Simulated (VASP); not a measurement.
Wanted: the native input for a VASP 6.6.1 run.

```
Task                   : dielectric tensor
Functional             : r2SCAN
Potentials or basis    : VASP PAW PBE potentials, release 64 (Ba_sv, Ti_sv, O)
Cutoff                 : 580 eV
k mesh                 : 6 × 6 × 6
Occupations            : gaussian, width 0.01 eV
Spin                   : no spin polarisation
Dipole correction      : no
Second try             : not_converged
Further INCAR settings : ALGO = All; EDIFF = 1e-08
```

The structure of BaTiO3 lies in POSCAR:

```
BaTiO3
1.0
    3.9940965204      0.0000000000      0.0000000000
    0.0000000000      3.9940965204      0.0000000000
    0.0000000000      0.0000000000      3.9940965204
Ba Ti O
1 1 3
Direct
    0.0000000000      0.0000000000      0.0000000000
    0.5000000000      0.5000000000      0.5000000000
    0.5000000000      0.5000000000      0.0000000000
    0.5000000000      0.0000000000      0.5000000000
    0.0000000000      0.5000000000      0.5000000000
```

These files were run (other wordings do the same):

INCAR

```
SYSTEM = BaTiO3
PREC = Accurate ; ENCUT = 580
EDIFF = 1E-8 ; ISMEAR = 0
SIGMA = 0.01 ; LREAL = .FALSE.
LASPH = .TRUE. ; NELM = 300
ALGO = All ; ISIF = 2
LWAVE = .FALSE. ; LCHARG = .FALSE.
METAGGA = R2SCAN ; LMIXTAU = .TRUE.
LCALCEPS = .TRUE. ; GGA_COMPAT = .FALSE.
ISEARCH = 1 ; KPAR = 4
```

KPOINTS

```
Automatic mesh
0
G
  6 6 6
  0 0 0
```

Potentials or basis: VASP PAW PBE potentials, release 64 (Ba_sv, Ti_sv, O).

Run with:

```console
$ cat potpaw_PBE.64/Ba_sv/POTCAR potpaw_PBE.64/Ti_sv/POTCAR potpaw_PBE.64/O/POTCAR > POTCAR
$ mpirun -np 4 vasp_std > vasp.out
```

It gave:

The band gap on the k mesh is 2.15 eV (least direct gap 2.30 eV). The electronic dielectric tensor (diagonal) is 6.01 and the born charges (mean of the diagonal) is Ba +2.72; Ti +7.20; O -3.31 e.

Caveat: spin-orbit coupling is left out, which moves the levels of the heavy elements.

It took 9.7 min on 4 MPI ranks on Intel(R) Xeon(R) 6975P-C (Granite Rapids), on a shared host, peak memory 0.48 GiB a rank.
